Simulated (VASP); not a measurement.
Crystal: SrCl2.

```xyz
3
Lattice="0.0000 3.4977 3.4977 3.4977 0.0000 3.4977 3.4977 3.4977 0.0000" Properties=species:S:1:pos:R:3 pbc="T T T"
Sr    0.0000    0.0000    0.0000
Cl    1.7488    1.7488    1.7488
Cl    5.2465    5.2465    5.2465
```

Base run:

| Quantity | Value |
| --- | --- |
| Program | VASP 6.6.1 |
| Functional | PBE |
| Potentials or basis | VASP PAW PBE potentials, release 64 (Sr_sv, Cl) |
| Cutoff | 520 eV |
| k mesh | 6 × 6 × 6 |
| Occupations | gaussian, width 0.01 eV |
| Spin | no spin polarisation |

Its results: band gap on the k mesh 5.31 eV, indirect (least direct gap 5.51 eV); pressure 0.8 GPa.

The run is repeated on the same cell with these changes: functional from PBE to HSE06; k mesh from 6 × 6 × 6 to 4 × 4 × 4. What comes out?

Band gap on the k mesh 6.58 eV, indirect (least direct gap 6.82 eV); pressure 0.3 GPa.

Several settings changed at once, so the effect can't be laid on one alone.

Caveats: the PAW data sets were made with another functional, which shifts forces and pressure a little (some runs).

A k mesh can miss the band edges.
